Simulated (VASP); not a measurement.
Runs of VASP 6.6.1 on W3N4. It takes space group Pm-3m (No. 221, cubic). The conventional cell has a = 4.122 Å, b = 4.122 Å, c = 4.122 Å, α = 90.00°, β = 90.00°, γ = 90.00°. W (site symmetry 4/mmm) has 6 N at 2.06 Å within 2.7 Å. Within 2.7 Å of N (site symmetry m-3m) lie 6 W at 2.06 Å. N (site symmetry 4/mmm) has 4 W at 2.06 Å within 2.7 Å. 

| k mesh | smearing | gap on the mesh (eV) | pressure (GPa) |
| --- | --- | --- | --- |
| 6 × 6 × 6, shifted | gaussian 0.1 eV | none | (a) |
| 10 × 10 × 10 | gaussian 0.05 eV | none | 28.8 |
| 10 × 10 × 10 | gaussian 0.1 eV | none | 28.8 |
| 4 × 4 × 4, shifted | gaussian 0.1 eV | none | 28.2 |

Alike in all rows: task single point; level PBE; potentials or basis VASP PAW PBE potentials, release 64 (W_sv, N_h); no spin polarisation; cell as given; cutoff (eV) 1330.

Q: Fill in the values left out.

A: (a) 28.9.

Caveats: some runs use coarse meshes; spin-orbit coupling is left out, which moves the levels of the heavy elements; the cell stands under pressure (at least some runs).

A k mesh can miss the band edges, and the runs leave out spin-orbit coupling on W.

A gap of «none» marks levels without a gap at the run's occupations.
